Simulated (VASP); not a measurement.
# In (C2/m) in VASP: a series of runs, part 2 of 2

VASP 6.6.1.

**3. Single point, r2SCAN**

Contents of POSCAR:

```
In
1.0
   -1.6190646052      1.6612415974      2.5247666629
    1.6612415974     -1.6190646052      2.5247666629
    1.5669310712      1.5669310712     -2.4970521319
In
1
Direct
    0.0000000000      0.0000000000      0.0000000000
```

Contents of INCAR.step1:

```
PREC = Accurate
ENCUT = 520
ISMEAR = 1
SIGMA = 0.1
LREAL = False
LASPH = True
NELM = 100
NBANDS = 12
GGA = PE
ALGO = Normal
EDIFF = 1E-4
LWAVE = True
LCHARG = False
```

Contents of INCAR.step2:

```
PREC = Accurate
ENCUT = 520
EDIFF = 1E-6
ISMEAR = 1
SIGMA = 0.1
LREAL = False
LASPH = True
NELM = 100
ALGO = Normal
ISIF = 2
LWAVE = False
LCHARG = False
METAGGA = R2SCAN
LMIXTAU = True
NBANDS = 12
ISTART = 1
```

Contents of KPOINTS:

```
regular mesh
0
Gamma
  11 11 14
```

Potentials or basis: VASP PAW PBE potentials, release 64 (In_d).

Launch:

```bash
cat potpaw_PBE.64/In_d/POTCAR > POTCAR
cp INCAR.step1 INCAR
mpirun -np 1 vasp_std > vasp.out
cp INCAR.step2 INCAR
mpirun -np 1 vasp_std > vasp.out
```

OUTCAR:

```text
PREC = Accurate
   ENCUT = 520
   EDIFF = 1E-6
   ISMEAR = 1
   LREAL = False
   LASPH = True
   NELM = 100
   ISIF = 2
   METAGGA = R2SCAN
   ISTART = 1

 ion  position               nearest neighbor table
   1  0.000  0.000  0.000-

  Warning from LATTYP: Got some problem with cell dimensions!
  Tried to take original basis but could not verify dimensions!
  LATTYP: Found a base centered monoclinic cell.
 ALAT       =     4.4919396200
 B/A-ratio  =     1.0327506407
 C/A-ratio  =     0.7432279121
 COS(beta)  =    -0.6544768028

  Lattice vectors:

 A1 = (   0.0521335340,  -3.2281726686,  -0.0277145310)
 A2 = (  -3.2281726686,   0.0521335340,  -0.0277145310)
 A3 = (   1.5669310712,   1.5669310712,  -2.4970521319)

Analysis of symmetry for initial positions (statically):
=====================================================================
 Subroutine PRICEL returns:
 Original cell was already a primitive cell.

 Routine SETGRP: Setting up the symmetry group for a
 base centered monoclinic supercell.

 Subroutine GETGRP returns: Found  4 space group operations
 (whereof  4 operations were pure point group operations)
 out of a pool of  4 trial point group operations.

The static configuration has the point symmetry C_2h.

Analysis of symmetry for dynamics (positions and initial velocities):
=====================================================================
 Subroutine PRICEL returns:
 Original cell was already a primitive cell.

 Routine SETGRP: Setting up the symmetry group for a
 base centered monoclinic supercell.

 Subroutine GETGRP returns: Found  4 space group operations
 (whereof  4 operations were pure point group operations)
 out of a pool of  4 trial point group operations.

The dynamic configuration has the point symmetry C_2h.

 Subroutine INISYM returns: Found  4 space group operations
 (whereof  4 operations are pure point group operations),
 and found     1 'primitive' translations

----------------------------------------------------------------------------------------

                                     Primitive cell

  volume of cell :      26.3001

  direct lattice vectors                    reciprocal lattice vectors
    -1.619064605  1.661241597  2.524766663     0.003298590  0.308148179  0.195436696
     1.661241597 -1.619064605  2.524766663     0.308148179  0.003298590  0.195436696
     1.566931071  1.566931071 -2.497052132     0.314903486  0.314903486 -0.005260558

  length of vectors
     3.428635376  3.428635376  3.338534905     0.364913255  0.364913255  0.445371849

  position of ions in fractional coordinates (direct lattice)
     0.000000000  0.000000000  0.000000000

  ion indices of the primitive-cell ions
   primitive index   ion index
                 1           1

----------------------------------------------------------------------------------------

 KPOINTS: regular mesh

Automatic generation of k-mesh.
 Grid dimensions read from file:
 generate k-points for:   11   11   14

 Generating k-lattice:

  Cartesian coordinates                     Fractional coordinates (reciprocal lattice)
[... 21 lines left out ...]
  0.363636  0.000000  0.000000      4.000000
  0.454545 -0.000000  0.000000      4.000000
[... 16 lines left out ...]
 -0.272727  0.181818 -0.000000      4.000000
 -0.181818  0.181818  0.000000      2.000000
 [... further k-points ...]
   k-points           NKPTS =    468   k-points in BZ     NKDIM =    468   number of bands    NBANDS=     12
   number of dos      NEDOS =    301   number of ions     NIONS =      1
   total plane-waves  NPLWV =  21952
   dimension x,y,z NGX =    28 NGY =   28 NGZ =   28
   dimension x,y,z NGXF=    56 NGYF=   56 NGZF=   56
   ions per type =               1
   NGX,Y,Z   is equivalent  to a cutoff of  13.58, 13.58, 13.94 a.u.
   NGXF,Y,Z  is equivalent  to a cutoff of  27.15, 27.15, 27.89 a.u.
 SYSTEM =  unknown system
   PREC   = accura    normal or accurate (medium, high low for compatibility)
   ISTART =      1    job   : 0-new  1-cont  2-samecut
   ICHARG =      0    charge: 1-file 2-atom 10-const
   ISPIN  =      1    spin polarized calculation?
   LNONCOLLINEAR =      F non collinear calculations
   LSORBIT =      F    spin-orbit coupling
   LASPH  =      T    aspherical Exc in radial PAW
   ENCUT  =  520.0 eV  38.22 Ry    6.18 a.u.   6.37  6.37  6.21*2*pi/ulx,y,z
   NELM   =    100;   NELMIN=  2; NELMDL=  0     # of ELM steps
   EDIFF  = 0.1E-05   stopping-criterion for ELM
   LREAL  =      F    real-space projection
   EDIFFG = 0.1E-04   stopping-criterion for IOM
   NSW    =      0    number of steps for IOM
   IBRION =     -1    ionic relax: 0-MD 1-quasi-New 2-CG
   NFREE  =      0    steps in history (QN), initial steepest desc. (CG)
   ISIF   =      2    stress and relaxation
   ISYM   =      2    0-nonsym 1-usesym 2-fastsym
   POTIM  = 0.5000    time-step for ionic-motion
   TEBEG  =    0.0;   TEEND  =   0.0 temperature during run
   PSTRESS=    0.0 pullay stress
   NELECT =      13.0000    total number of electrons
   NUPDOWN=      -1.0000    fix difference up-down
   EMIN   =  10.00;   EMAX   =-10.00  energy-range for DOS
   EFERMI =   0.00;   METHOD = LEGACY
   ISMEAR =     1;   SIGMA  =   0.10  broadening in eV -4-tet -1-fermi 0-gaus
   EFERMI_NEDOS =   21; number of points for ismear=-14 and -15
   IALGO  =     38    algorithm
   IMIX   =      4    mixing-type and parameters
     AMIX     =   0.40;   BMIX     =  1.00
     AMIX_MAG =   1.60;   BMIX_MAG =  1.00
  volume/ion in A,a.u.               =      26.30       177.48
  Fermi-wavevector in a.u.,A,eV,Ry     =   1.294404  2.446069 22.796318  1.675482
  Thomas-Fermi vector in A             =   2.425989
   LORBIT       =      0    0 simple, 1 ext, 2 COOP (PROOUT), +10 PAW based schemes
   METAGGA = R2SCAN    functional components
   LHFCALC =     F    Hartree Fock is set to
   AEXX    =    0.0000 exact exchange contribution
   IVDW    =     0    specifies the selected vdW correction
   LEPSILON=     F    determine dielectric tensor
   LRPA    =     F    only Hartree local field effects (RPA)
 non-spin polarized calculation
 Methfessel and Paxton  Order N= 1 SIGMA  =   0.10
  energy-cutoff  :      520.00
  volume of cell :       26.30
 maximum number of plane-waves:       724
 NGX is ok and might be reduce to    28
   NGX = 13   NGY = 13   NGZ = 13

 number of electron      13.0000002 magnetization

 Free energy of the ion-electron system (eV)
  ---------------------------------------------------
  ext. energy  EPLUGINS =         0.00000000
  ---------------------------------------------------
  free energy    TOTEN  =       -22.57140563 eV

  energy without entropy =      -22.57129791  energy(sigma->0) =      -22.57136972

 E-fermi :   7.4386     XC(G=0): -11.0440

 val. band max:        7.4315019793   @ k =  -0.2727   0.0909   0.3571
 cond. band min:       7.4400390271   @ k =  -0.1818   0.2727   0.2143
 fundamental gap:      0.0085370478
 Fermi energy:         7.4385889572

 k-point     1 :       0.0000    0.0000    0.0000
  band No.  band energies     occupation
      1      -7.9029      2.00000
      2      -7.7714      2.00000
      3      -7.7263      2.00000
      4      -7.7042      2.00000
      5      -7.5479      2.00000
      6      -2.5719      2.00000
      7      18.2731      0.00000
      8      18.5018      0.00000
      9      19.0073      0.00000
     10      19.7604      0.00000
     11      21.6723      0.00000
     12      22.0972      0.00000
[... 331 lines left out ...]
 k-point    24 :      -0.1818    0.1818    0.0000
  band No.  band energies     occupation
      1      -7.8417      2.00000
      2      -7.7505      2.00000
      3      -7.6986      2.00000
      4      -7.6603      2.00000
      5      -7.5858      2.00000
      6      -1.5166      2.00000
      7      14.7548      0.00000
      8      15.6022      0.00000
      9      16.0227      0.00000
     10      17.3394      0.00000
     11      19.3764      0.00000
     12      23.9611      0.00000

 [... further k-points ...]

------------------------ aborting loop because EDIFF is reached ----------------------------------------

  FORCE on cell =-STRESS in cart. coord.  units (eV):
  Direction    XX          YY          ZZ          XY          YZ          ZX
  --------------------------------------------------------------------------------------
  -------------------------------------------------------------------------------------
  Total        0.0077346      0.0077346      0.0537684     -0.0036892     -0.0130538     -0.0130538
  in kB        0.4711819      0.4711819      3.2755126     -0.2247392     -0.7952258     -0.7952253
  external PRESSURE =       1.4059588 kB  Pullay stress =       0.0000000 kB

 VOLUME and BASIS-vectors are now :
 -----------------------------------------------------------------------------
  energy-cutoff  :      520.00
  volume of cell :       26.30
      direct lattice vectors                 reciprocal lattice vectors
    -1.619064605  1.661241597  2.524766663     0.003298590  0.308148179  0.195436696
     1.661241597 -1.619064605  2.524766663     0.308148179  0.003298590  0.195436696
     1.566931071  1.566931071 -2.497052132     0.314903486  0.314903486 -0.005260558

 POSITION                                       TOTAL-FORCE (eV/Angst)
 -----------------------------------------------------------------------------------
      0.00000      0.00000      0.00000        -0.000000      0.000000      0.000000
 -----------------------------------------------------------------------------------
    total drift:                               -0.000000     -0.000000     -0.000000

  FREE ENERGIE OF THE ION-ELECTRON SYSTEM (eV)
  ---------------------------------------------------
  free  energy   TOTEN  =       -22.5714056259 eV

  energy  without entropy=      -22.5712979084  energy(sigma->0) =      -22.57136972
```

OUTCAR.step1:

```text
PREC = Accurate
   ENCUT = 520
   ISMEAR = 1
   LREAL = False
   LASPH = True
   NELM = 100
[... 580 lines left out ...]

 POSITION                                       TOTAL-FORCE (eV/Angst)
 -----------------------------------------------------------------------------------
      0.00000      0.00000      0.00000         0.000000     -0.000000     -0.000000
 -----------------------------------------------------------------------------------
    total drift:                               -0.000000     -0.000000     -0.000000

  FREE ENERGIE OF THE ION-ELECTRON SYSTEM (eV)
  ---------------------------------------------------
  free  energy   TOTEN  =        -2.5515326025 eV

  energy  without entropy=       -2.5514546060  energy(sigma->0) =       -2.55150660
```

OSZICAR.step1:

```text
N       E                     dE             d eps       ncg     rms          rms(c)
DAV:   1     0.783041072924E+02    0.78304E+02   -0.62720E+03 11472   0.137E+03
DAV:   2     0.121232857759E+01   -0.77092E+02   -0.75040E+02 11844   0.292E+02
DAV:   3    -0.249119406480E+01   -0.37035E+01   -0.36925E+01 13400   0.642E+01
DAV:   4    -0.257490087990E+01   -0.83707E-01   -0.83680E-01 14116   0.966E+00
DAV:   5    -0.257873536457E+01   -0.38345E-02   -0.38344E-02 15520   0.183E+00    0.229E+00
DAV:   6    -0.255615695532E+01    0.22578E-01   -0.36119E-02 14212   0.387E+00    0.113E+00
DAV:   7    -0.255178858126E+01    0.43684E-02   -0.11401E-02 14664   0.201E+00    0.255E-01
DAV:   8    -0.255152652944E+01    0.26205E-03   -0.90294E-04 15212   0.499E-01    0.328E-02
DAV:   9    -0.255153260250E+01   -0.60731E-05   -0.10784E-05  7188   0.507E-02
   1 F= -.25515326E+01 E0= -.25515066E+01  d E =-.779965E-04
```

It took 8.4 min on 1 thread of Intel Xeon 6975P-C (Granite Rapids), shared host; peak memory 0.27 GiB.

What came out:

* Free energy: -22.5714 eV
* Pressure: 0.1 GPa
* Band gap on the k mesh: zero (an odd number of electrons rules out a gap without spin polarisation)

Stress tensor (GPa, compression positive):
```
 0.05 -0.02 -0.08
-0.02  0.05 -0.08
-0.08 -0.08  0.33
```

Caveat: the PAW data sets were made with another functional, which shifts forces and pressure a little; spin-orbit coupling is left out, which moves the levels of the heavy elements.

**4. Single point, r2SCAN**

POSCAR is that of step 3.

Contents of INCAR.step1:

```
SYSTEM = In
  PREC = Accurate
  ENCUT = 520
  ISMEAR = 1
  SIGMA = 0.2
  LREAL = .False.
  LASPH = .True.
  NELM = 80
  NBANDS = 12
  GGA = PE
  ALGO = Normal
  EDIFF = 1E-4
  LWAVE = .True.
  LCHARG = .False.
```

Contents of INCAR.step2:

```
SYSTEM = In
  PREC = Accurate
  ENCUT = 520
  EDIFF = 1E-6
  ISMEAR = 1
  SIGMA = 0.2
  LREAL = .False.
  LASPH = .True.
  NELM = 80
  ALGO = Normal
  ISIF = 2
  LWAVE = .False.
  LCHARG = .False.
  METAGGA = R2SCAN
  LMIXTAU = .True.
  NBANDS = 12
  ISTART = 1
```

Contents of KPOINTS:

```
Automatic mesh
0
Gamma
  11 11 14
  0 0 0
```

Launch:

```bash
cat potpaw_PBE.64/In_d/POTCAR > POTCAR
cp INCAR.step1 INCAR
mpirun -np 1 vasp_std > vasp.out
cp INCAR.step2 INCAR
mpirun -np 1 vasp_std > vasp.out
```

It took 9 min on 1 thread of Intel Xeon 6975P-C (Granite Rapids), shared host; peak memory 0.27 GiB.

Results (log left out):

```
Free energy            : -22.5717 eV
Pressure               : 0.1 GPa
Band gap on the k mesh : zero (an odd number of electrons rules out a gap without spin polarisation)
```

Stress tensor (GPa, compression positive):
```
 0.06  0.00 -0.13
 0.00  0.06 -0.13
-0.13 -0.13  0.23
```

Levels at points of the mesh, in eV from the Fermi level:
```csv
k point,band 2,band 3,band 4,band 5,band 6,band 7,band 8,band 9,band 10,band 11
"(0.00, 0.00, 0.00)",-15.21,-15.16,-15.14,-14.98,-10.01,10.84,11.07,11.57,12.33,14.24
"(0.00, 0.00, 0.50)",-15.37,-14.93,-14.89,-14.79,-1.87,-1.10,3.25,3.88,7.15,7.27
```

Caveat: the PAW data sets were made with another functional, which shifts forces and pressure a little; spin-orbit coupling is left out, which moves the levels of the heavy elements.

**5. Summary**

```tsv
smearing	gap on the mesh (eV)	pressure (GPa)
methfessel-paxton 0.03 eV	none	0.2
methfessel-paxton 0.1 eV	none	0.1
methfessel-paxton 0.2 eV	none	0.1
```

Alike in all rows: task single point; level r2SCAN; potentials or basis VASP PAW PBE potentials, release 64 (In_d); no spin polarisation; cell as given; k mesh 11 × 11 × 14; cutoff (eV) 520.

Caveats: the PAW data sets were made with another functional, which shifts forces and pressure a little; spin-orbit coupling is left out, which moves the levels of the heavy elements.

Absolute energies hang on the potentials; compare differences alone.
